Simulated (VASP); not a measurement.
# Mg4BrO3 (P-43m) in VASP: further runs, part 2 of 3

VASP 6.6.1. Earlier steps stand in the parts before.

### Step 3. Single point, PBE

This run uses another cell than the first one, of 16.82 Å³/atom.

INCAR reads:

```
  PREC = Accurate
  ENCUT = 520
  EDIFF = 1E-7
  ISMEAR = 0
  SIGMA = 0.1
  LREAL = F
  LASPH = T
  NELM = 80
  ALGO = Fast
  ISIF = 2
  LWAVE = F
  LCHARG = F
  GGA = PE
  NBANDS = 26
```

KPOINTS reads:

```
Automatic mesh
0
Gamma
  4 4 4
```

POSCAR reads:

```
Mg4BrO3
1.0
    5.1242723100      0.0000000000      0.0000000000
    0.0000000000      5.1242723100      0.0000000000
    0.0000000000      0.0000000000      5.1242723100
Mg Br O
4 1 3
Direct
    0.7500000000      0.7500000000      0.7500000000
    0.7500000000      0.2500000000      0.2500000000
    0.2500000000      0.7500000000      0.2500000000
    0.2500000000      0.2500000000      0.7500000000
    0.5000000000      0.5000000000      0.5000000000
    0.0000000000      0.0000000000      0.5000000000
    0.0000000000      0.5000000000      0.0000000000
    0.5000000000      0.0000000000      0.0000000000
```

Potentials or basis: VASP PAW PBE potentials, release 64 (Mg, Br, O).

On the command line:

```console
> cat potpaw_PBE.64/Mg/POTCAR potpaw_PBE.64/Br/POTCAR potpaw_PBE.64/O/POTCAR > POTCAR
> mpirun -np 1 vasp_std > vasp.out
```

OUTCAR:

```text
PREC = Accurate
   ENCUT = 520
   EDIFF = 1E-7
   ISMEAR = 0
   LREAL = F
   LASPH = T
   NELM = 80
   ISIF = 2
   GGA = PE

 ion  position               nearest neighbor table
   1  0.750  0.750  0.750-   5 2.22   6 2.22   7 2.22   8 2.22   3 3.62   4 3.62   2 3.62   2 3.62
                             3 3.62   2 3.62   4 3.62   2 3.62   3 3.62   4 3.62   3 3.62   4 3.62
   2  0.750  0.250  0.250-   5 2.22   6 2.22   7 2.22   8 2.22   3 3.62   4 3.62   1 3.62   1 3.62
                             4 3.62   1 3.62   3 3.62   1 3.62   3 3.62   4 3.62   4 3.62   3 3.62
   3  0.250  0.750  0.250-   5 2.22   6 2.22   7 2.22   8 2.22   2 3.62   4 3.62   1 3.62   1 3.62
                             4 3.62   2 3.62   4 3.62   4 3.62   1 3.62   2 3.62   1 3.62   2 3.62
   4  0.250  0.250  0.750-   5 2.22   6 2.22   7 2.22   8 2.22   2 3.62   3 3.62   1 3.62   2 3.62
                             3 3.62   1 3.62   3 3.62   3 3.62   1 3.62   2 3.62   2 3.62   1 3.62
   5  0.500  0.500  0.500-   1 2.22   2 2.22   3 2.22   4 2.22
   6  0.000  0.000  0.500-   1 2.22   2 2.22   3 2.22   4 2.22
   7  0.000  0.500  0.000-   1 2.22   2 2.22   3 2.22   4 2.22
   8  0.500  0.000  0.000-   1 2.22   2 2.22   3 2.22   4 2.22

  LATTYP: Found a simple cubic cell.
 ALAT       =     5.1242723100

  Lattice vectors:

 A1 = (   5.1242723100,   0.0000000000,   0.0000000000)
 A2 = (   0.0000000000,   5.1242723100,   0.0000000000)
 A3 = (   0.0000000000,   0.0000000000,   5.1242723100)

Analysis of symmetry for initial positions (statically):
=====================================================================
 Subroutine PRICEL returns:
 Original cell was already a primitive cell.

 Routine SETGRP: Setting up the symmetry group for a
 simple cubic supercell.

 Subroutine GETGRP returns: Found 24 space group operations
 (whereof 24 operations were pure point group operations)
 out of a pool of 48 trial point group operations.

The static configuration has the point symmetry T_d .

Analysis of symmetry for dynamics (positions and initial velocities):
=====================================================================
 Subroutine PRICEL returns:
 Original cell was already a primitive cell.

 Routine SETGRP: Setting up the symmetry group for a
 simple cubic supercell.

 Subroutine GETGRP returns: Found 24 space group operations
 (whereof 24 operations were pure point group operations)
 out of a pool of 48 trial point group operations.

The dynamic configuration has the point symmetry T_d .

 Subroutine INISYM returns: Found 24 space group operations
 (whereof 24 operations are pure point group operations),
 and found     1 'primitive' translations

----------------------------------------------------------------------------------------

                                     Primitive cell

  volume of cell :     134.5540

  direct lattice vectors                    reciprocal lattice vectors
     5.124272310  0.000000000  0.000000000     0.195149660  0.000000000  0.000000000
     0.000000000  5.124272310  0.000000000     0.000000000  0.195149660  0.000000000
     0.000000000  0.000000000  5.124272310     0.000000000  0.000000000  0.195149660
[... 58 lines left out ...]
  0.500000  0.500000  0.000000      3.000000
  0.250000  0.250000  0.250000      8.000000
  0.500000  0.250000  0.250000     12.000000
  0.500000  0.500000  0.250000      6.000000
  0.500000  0.500000  0.500000      1.000000
   k-points           NKPTS =     10   k-points in BZ     NKDIM =     10   number of bands    NBANDS=     26
   number of dos      NEDOS =    301   number of ions     NIONS =      8
   total plane-waves  NPLWV =  64000
   dimension x,y,z NGX =    40 NGY =   40 NGZ =   40
   dimension x,y,z NGXF=    80 NGYF=   80 NGZF=   80
   ions per type =               4   1   3
   NGX,Y,Z   is equivalent  to a cutoff of  12.98, 12.98, 12.98 a.u.
   NGXF,Y,Z  is equivalent  to a cutoff of  25.95, 25.95, 25.95 a.u.
 SYSTEM =  unknown system
   PREC   = accura    normal or accurate (medium, high low for compatibility)
   ISTART =      0    job   : 0-new  1-cont  2-samecut
   ICHARG =      2    charge: 1-file 2-atom 10-const
   ISPIN  =      1    spin polarized calculation?
   LNONCOLLINEAR =      F non collinear calculations
   LSORBIT =      F    spin-orbit coupling
   LASPH  =      T    aspherical Exc in radial PAW
   ENCUT  =  520.0 eV  38.22 Ry    6.18 a.u.   9.53  9.53  9.53*2*pi/ulx,y,z
   NELM   =     80;   NELMIN=  2; NELMDL= -5     # of ELM steps
   EDIFF  = 0.1E-06   stopping-criterion for ELM
   LREAL  =      F    real-space projection
   EDIFFG = 0.1E-05   stopping-criterion for IOM
   NSW    =      0    number of steps for IOM
   IBRION =     -1    ionic relax: 0-MD 1-quasi-New 2-CG
   NFREE  =      0    steps in history (QN), initial steepest desc. (CG)
   ISIF   =      2    stress and relaxation
   ISYM   =      2    0-nonsym 1-usesym 2-fastsym
   POTIM  = 0.5000    time-step for ionic-motion
   TEBEG  =    0.0;   TEEND  =   0.0 temperature during run
   PSTRESS=    0.0 pullay stress
   NELECT =      33.0000    total number of electrons
   NUPDOWN=      -1.0000    fix difference up-down
   EMIN   =  10.00;   EMAX   =-10.00  energy-range for DOS
   EFERMI =   0.00;   METHOD = LEGACY
   ISMEAR =     0;   SIGMA  =   0.10  broadening in eV -4-tet -1-fermi 0-gaus
   EFERMI_NEDOS =   21; number of points for ismear=-14 and -15
   IALGO  =     68    algorithm
   IMIX   =      4    mixing-type and parameters
     AMIX     =   0.40;   BMIX     =  1.00
     AMIX_MAG =   1.60;   BMIX_MAG =  1.00
  volume/ion in A,a.u.               =      16.82       113.50
  Fermi-wavevector in a.u.,A,eV,Ry     =   1.024741  1.936479 14.287387  1.050093
  Thomas-Fermi vector in A             =   2.158544
   LORBIT       =      0    0 simple, 1 ext, 2 COOP (PROOUT), +10 PAW based schemes
   GGA     = PE    functional components
   LHFCALC =     F    Hartree Fock is set to
   AEXX    =    0.0000 exact exchange contribution
   IVDW    =     0    specifies the selected vdW correction
   LEPSILON=     F    determine dielectric tensor
   LRPA    =     F    only Hartree local field effects (RPA)
 non-spin polarized calculation
 RMM-DIIS sequential band-by-band and
 Gauss-broadening in eV      SIGMA  =   0.10
  energy-cutoff  :      520.00
  volume of cell :      134.55
 maximum number of plane-waves:      3695
 NGX is ok and might be reduce to    40
   NGX = 19   NGY = 19   NGZ = 19

 number of electron      33.0000023 magnetization

 Free energy of the ion-electron system (eV)
  ---------------------------------------------------
  ext. energy  EPLUGINS =         0.00000000
  ---------------------------------------------------
  free energy    TOTEN  =       -34.05244921 eV

  energy without entropy =      -34.03234613  energy(sigma->0) =      -34.04239767

 E-fermi :   4.6924     XC(G=0):  -8.9058

 val. band max:        4.6901204880   @ k =   0.2500   0.2500   0.2500
 cond. band min:       4.6990658040   @ k =   0.5000   0.0000   0.0000
 fundamental gap:      0.0089453159
 Fermi energy:         4.6923765405

 k-point     1 :       0.0000    0.0000    0.0000
  band No.  band energies     occupation
      1     -16.0708      2.00000
      2     -14.1931      2.00000
      3     -13.9495      2.00000
      4     -13.9495      2.00000
      5      -4.4471      2.00000
      6      -4.4471      2.00000
[... 279 lines left out ...]
     25       8.4710      0.00000
     26       8.4710      0.00000

------------------------ aborting loop because EDIFF is reached ----------------------------------------

  FORCE on cell =-STRESS in cart. coord.  units (eV):
  Direction    XX          YY          ZZ          XY          YZ          ZX
  --------------------------------------------------------------------------------------
  -------------------------------------------------------------------------------------
  Total        0.8482107      0.8482107      0.8482107      0.0000000     -0.0000000      0.0000000
  in kB       10.0999152     10.0999152     10.0999152      0.0000000     -0.0000000      0.0000000
  external PRESSURE =      10.0999152 kB  Pullay stress =       0.0000000 kB

 VOLUME and BASIS-vectors are now :
 -----------------------------------------------------------------------------
  energy-cutoff  :      520.00
  volume of cell :      134.55
      direct lattice vectors                 reciprocal lattice vectors
     5.124272310  0.000000000  0.000000000     0.195149660  0.000000000  0.000000000
     0.000000000  5.124272310  0.000000000     0.000000000  0.195149660  0.000000000
     0.000000000  0.000000000  5.124272310     0.000000000  0.000000000  0.195149660

 POSITION                                       TOTAL-FORCE (eV/Angst)
 -----------------------------------------------------------------------------------
      3.84320      3.84320      3.84320         3.184323      3.184323      3.184323
      3.84320      1.28107      1.28107         3.184323     -3.184323     -3.184323
      1.28107      3.84320      1.28107        -3.184323      3.184323     -3.184323
      1.28107      1.28107      3.84320        -3.184323     -3.184323      3.184323
      2.56214      2.56214      2.56214         0.000000      0.000000     -0.000000
      0.00000      0.00000      2.56214         0.000000      0.000000     -0.000000
      0.00000      2.56214      0.00000        -0.000000      0.000000     -0.000000
      2.56214      0.00000      0.00000        -0.000000     -0.000000     -0.000000
 -----------------------------------------------------------------------------------
    total drift:                                0.000000      0.000000     -0.000000

  FREE ENERGIE OF THE ION-ELECTRON SYSTEM (eV)
  ---------------------------------------------------
  free  energy   TOTEN  =       -34.0524492131 eV

  energy  without entropy=      -34.0323461320  energy(sigma->0) =      -34.04239767
```

Run time: 70 s. Hardware: 1 thread of Oxide Virtual Turin-like, shared host; peak memory 0.21 GiB.

Results:

| Quantity | Value |
| --- | --- |
| Free energy | -34.0524 eV |
| Pressure | 1.0 GPa |
| Band gap on the k mesh | zero (an odd number of electrons rules out a gap without spin polarisation) |

Levels at points of the mesh, in eV from the Fermi level:
```
           k point  band 13  band 14  band 15  band 16  band 17  band 18  band 19  band 20
(0.00, 0.00, 0.00)    -4.59    -4.05    -4.05    -4.05    -2.04    -0.55    -0.55     1.50
(0.50, 0.00, 0.00)    -4.67    -4.67    -4.23    -4.23     0.01     0.58     0.62     2.51
(0.50, 0.50, 0.00)    -4.68    -4.68    -4.16    -4.04     1.27     1.33     2.10     2.10
(0.50, 0.50, 0.50)    -4.14    -4.14    -4.03    -4.03     1.08     1.08     1.08     2.98
```

Caveat: an odd number of electrons without spin polarisation forces a metal; a magnetic or distorted state may lie lower.

(Continued in part 3 of 3.)

The gap in the log of VASP goes by the Fermi energy; the results here count the filled bands.